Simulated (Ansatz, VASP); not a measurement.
## One calculation of Tl, two programs

INCAR

```
SYSTEM = Tl
PREC     = Accurate       ! precision mode
ENCUT    = 520            ! plane-wave cutoff, eV
EDIFF    = 1E-8           ! SCF threshold, eV
ISMEAR   = -1             ! smearing method
SIGMA    = 0.05           ! smearing width, eV
LREAL    = .False.        ! projectors in reciprocal space
LASPH    = .True.         ! aspherical terms in the spheres
NELM     = 60             ! most SCF steps
ALGO     = Normal         ! electronic algorithm
ISIF     = 2              ! what is computed and relaxed
LWAVE    = .False.        ! write WAVECAR
LCHARG   = .False.        ! write CHGCAR
GGA      = PE             ! functional
LEFG     = .True.       
NBANDS   = 20             ! bands
```

File KPOINTS:

```
Automatic mesh
0
Gamma
  11 11 6
  0 0 0
```

POSCAR

```
Tl
1.0
    3.4738667352      0.0000000000      0.0000000000
   -1.7369333676      3.0084568421      0.0000000000
    0.0000000000      0.0000000000      5.6086641510
Tl
2
Direct
    0.3333333333      0.6666666667      0.2500000000
    0.6666666667      0.3333333333      0.7500000000
```

Input for Ansatz:

```yaml
crystal:
  lattice:
    - [3.4738667352, 0.0, 0.0]
    - [-1.7369333676, 3.0084568421, 0.0]
    - [0.0, 0.0, 5.608664151]
  atoms:
    - { symbol: Tl, position: [0.3333333333, 0.6666666667, 0.25] }
    - { symbol: Tl, position: [0.6666666667, 0.3333333333, 0.75] }
kpoints:
  mp_grid: { grid: [11, 11, 6] }
scf:
  occupations: { method: fermi_dirac, width: 0.05 }
hamiltonian:
  xc: pbe
  pseudopotentials: { kind: paw }
output:
  forces: true
  stress: true
  eigenvalues: true
  efg: { contact_densities: true }
```

Change from the starting cell: volume scaled by 0.98, PAW files.

Alike in both runs: task electric field gradients; functional PBE; k mesh 11 × 11 × 6; occupations fermi-dirac, width 0.05 eV; no spin polarisation.

```csv
,VASP,Ansatz
version,VASP 6.6.1,Ansatz 0.2.0
potentials or method,"VASP PAW PBE potentials, release 64 (Tl_d)","PAW with Ansatz's default frozen-core files, scalar-relativistic"
plane-wave cutoff (eV),520,420
valence electrons in the cell,26,26
```

|  | VASP | Ansatz | Ansatz less VASP |
| --- | --- | --- | --- |
| pressure (GPa) | 2.1 | 2.1 | +0.06 |
| traceless stress, the component that is largest in VASP (GPa) | -0.22 | -0.22 | +0.009 |
| size of Vzz on the site where it differs most (V/Å²) | 11.4 | 12.0 | +0.57 |

Spin-orbit coupling is off throughout.
